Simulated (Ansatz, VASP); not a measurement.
## Yb: VASP beside Ansatz

Contents of INCAR:

```
PREC     = Accurate       # precision mode
ENCUT    = 520            # plane-wave cutoff, eV
EDIFF    = 1E-6           # SCF threshold, eV
ISMEAR   = -1             # smearing method
SIGMA    = 0.05           # smearing width, eV
LREAL    = False          # projectors in reciprocal space
LASPH    = True           # aspherical terms in the spheres
NELM     = 150            # most SCF steps
ALGO     = Normal         # electronic algorithm
ISIF     = 2              # what is computed and relaxed
LWAVE    = False          # write WAVECAR
LCHARG   = False          # write CHGCAR
ISPIN    = 2              # spin polarisation
MAGMOM   = 1              # initial moments
LORBIT   = 11             # projections on sites
LMAXMIX  = 6              # l up to which the mixer works
GGA      = PS             # functional
NBANDS   = 22             # bands
```

Contents of KPOINTS:

```
regular mesh
0
Gamma
  8 8 8
```

Contents of POSCAR:

```
Yb
1.0
    0.0000000000      2.6871026548      2.6871026548
    2.6871026548      0.0000000000      2.6871026548
    2.6871026548      2.6871026548      0.0000000000
Yb
1
Direct
    0.0000000000      0.0000000000      0.0000000000
```

input.yaml

```yaml
crystal:
  lattice:
    - [0.0, 2.6871026548, 2.6871026548]
    - [2.6871026548, 0.0, 2.6871026548]
    - [2.6871026548, 2.6871026548, 0.0]
  atoms:
    - { symbol: Yb, position: [0.0, 0.0, 0.0], spin: 1.0 }
kpoints:
  mp_grid: { grid: [8, 8, 8] }
scf:
  occupations: { method: fermi_dirac, width: 0.05 }
hamiltonian:
  xc: pbesol
  pseudopotentials: { kind: all_electron, lapw: { basis_error: 0.0005 } }
magnetization:
  spin_polarized: true
output:
  forces: true
  stress: true
  eigenvalues: true
```

Change from the starting cell: volume scaled by 0.94.

Alike in both runs: task single point; functional PBEsol; k mesh 8 × 8 × 8; occupations fermi-dirac, width 0.05 eV; collinear spin.

|  | VASP | Ansatz |
| --- | --- | --- |
| version | VASP 6.6.1 | Ansatz 0.2.0 |
| potentials or method | VASP PAW PBE potentials, release 64 (Yb), cutoff 520 eV | all-electron LAPW, scalar-relativistic |

```tsv
	VASP	Ansatz	Ansatz less VASP
pressure (GPa)	-2.0	-2.7	-0.69
net moment per atom (μB)	0.00	0.00	-0.001
```

VASP's potentials were made for PBE, not for PBEsol. Ansatz ran all-electron here, and VASP with PAW potentials.

Neither program's run includes spin-orbit coupling. Noted on Ansatz's run: the open f shell may have settled in a state that isn't the lowest.
